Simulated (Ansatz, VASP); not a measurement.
Ir in VASP and in Ansatz

INCAR

```
ALGO = Fast ; EDIFF = 1E-6
EDIFFG = -0.01 ; ENCUT = 600
GGA = PE ; IBRION = 2
ISIF = 3 ; ISMEAR = -1
IVDW = 13 ; LASPH = T
LCHARG = F ; LREAL = F
LWAVE = F ; NELM = 60
NSW = 60 ; PREC = Accurate
SIGMA = 0.05
```

The input KPOINTS:

```
k-points
0
Gamma
  11 11 6
```

Contents of POSCAR:

```
Ir
1.0
    2.7513778946      0.0000000000      0.0000000000
   -1.3756889473      2.3827631521      0.0000000000
    0.0000000000      0.0000000000      4.4622900000
Ir
2
Direct
    0.3333333333      0.6666666667      0.2500000000
    0.6666666667      0.3333333333      0.7500000000
```

The input input.yaml:

```yaml
crystal:
  lattice:
    - [2.7513778946, 0.0, 0.0]
    - [-1.3756889473, 2.3827631521, 0.0]
    - [0.0, 0.0, 4.46229]
  atoms:
    - { symbol: Ir, position: [0.3333333333, 0.6666666667, 0.25] }
    - { symbol: Ir, position: [0.6666666667, 0.3333333333, 0.75] }
hamiltonian:
  xc: pbe
  pseudopotentials: { kind: paw }
  dispersion: d4
kpoints:
  mp_grid: { grid: [11, 11, 6] }
scf:
  occupations: { method: fermi_dirac, width: 0.05 }
output:
  forces: true
  stress: true
  eigenvalues: true
relax:
  f_tol: 0.01
  max_steps: 40
  cell: { stress_tol: 0.05 }
```

Alike in both runs: task relaxation of cell and atoms; functional PBE; dispersion D4; k mesh 11 × 11 × 6; occupations fermi-dirac, width 0.05 eV; no spin polarisation.

|  | VASP | Ansatz |
| --- | --- | --- |
| version | VASP 6.6.1 | Ansatz 0.2.0 |
| potentials or method | VASP PAW PBE potentials, release 64 (Ir) | Ansatz PAW |
| plane-wave cutoff (eV) | 600 | 420 |
| valence electrons in the cell | 18 | 34 |

```csv
,VASP,Ansatz,Ansatz less VASP
"gap on the k mesh at the Fermi level, each at its own relaxed structure (eV)",none,none,-
relaxed volume (Å³/atom),14.23,14.20,-0.027
relaxed cell length with the largest relative difference (Å),4.420,4.417,-0.0032
```

A gap of «none» marks a metal or a gap that the smearing closes. VASP's potentials hold 18 valence electrons a cell and Ansatz's 34, so a difference there can come from the potentials and not from the codes.

Neither program's run includes spin-orbit coupling. Noted on Ansatz's run: the plane-wave basis is chosen anew once the cell has moved, so the energies of steps on either side of that aren't comparable.
